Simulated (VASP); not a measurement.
Write the native input for VASP 6.6.1 that does the following.

| Item | Value |
| --- | --- |
| Task | single point |
| Functional | PBE |
| Potentials or basis | VASP PAW PBE potentials, release 64 (Zr_sv, Ti_sv, C) |
| Cutoff | 520 eV |
| k mesh | 6 × 4 × 4 |
| Occupations | gaussian, width 0.1 eV |
| Spin | collinear spin |
| Starting moments | [1.0, 1.0, 1.0, 1.0, 0.0, 0.0, 0.0, 0.0] μB |
| Dipole correction | no |
| Further INCAR settings | ALGO = Normal; EDIFF = 1e-07; NBANDS = 46 |

The structure of ZrTi3C4 lies in POSCAR:

```
ZrTi3C4
1.0
    3.1379051000      0.0000000000      0.0000000000
    0.0000000000      4.4470501000      0.0000000000
    0.0000000000      0.0000000000      6.2747391000
Zr Ti C
1 3 4
Direct
    0.5000000000      0.5000000000      0.5000000000
    0.0000000000      0.0000000000      0.2441250000
    0.0000000000      0.0000000000      0.7558750000
    0.5000000000      0.5000000000      0.0000000000
    0.0000000000      0.5000000000      0.7628410000
    0.5000000000      0.0000000000      0.0000000000
    0.0000000000      0.5000000000      0.2371590000
    0.5000000000      0.0000000000      0.5000000000
```

The input as run:

INCAR

```
  PREC = Accurate
  ENCUT = 520
  EDIFF = 1E-7
  ISMEAR = 0
  SIGMA = 0.1
  LREAL = F
  LASPH = T
  NELM = 150
  ALGO = Normal
  ISIF = 2
  LWAVE = F
  LCHARG = F
  ISPIN = 2
  MAGMOM = 1 1 1 1 0 0 0 0
  LORBIT = 11
  LMAXMIX = 4
  GGA = PE
  NBANDS = 46
```

KPOINTS

```
regular mesh
0
Gamma
  6 4 4
```

Potentials or basis: VASP PAW PBE potentials, release 64 (Zr_sv, Ti_sv, C).

Launch:

```bash
$ cat potpaw_PBE.64/Zr_sv/POTCAR potpaw_PBE.64/Ti_sv/POTCAR potpaw_PBE.64/C/POTCAR > POTCAR
$ mpirun -np 1 vasp_std > vasp.out
```

Results of the run:

```
Pressure                                              : 0.2 GPa
Largest force                                         : 0.034 eV/Å
Band gap on the k mesh                                : zero (filled and empty bands overlap)
Net moment                                            : 0.00 μB per cell
Valence electrons inside the program's atomic spheres : Zr 10.04; Ti 10.29, 10.35 (each value once); C 2.39, 2.37, 2.38 (each value once)
```

Wall time 2.7 min on 1 thread of Intel(R) Xeon(R) 6975P-C (Granite Rapids), with other jobs on the host, peak memory 0.36 GiB.
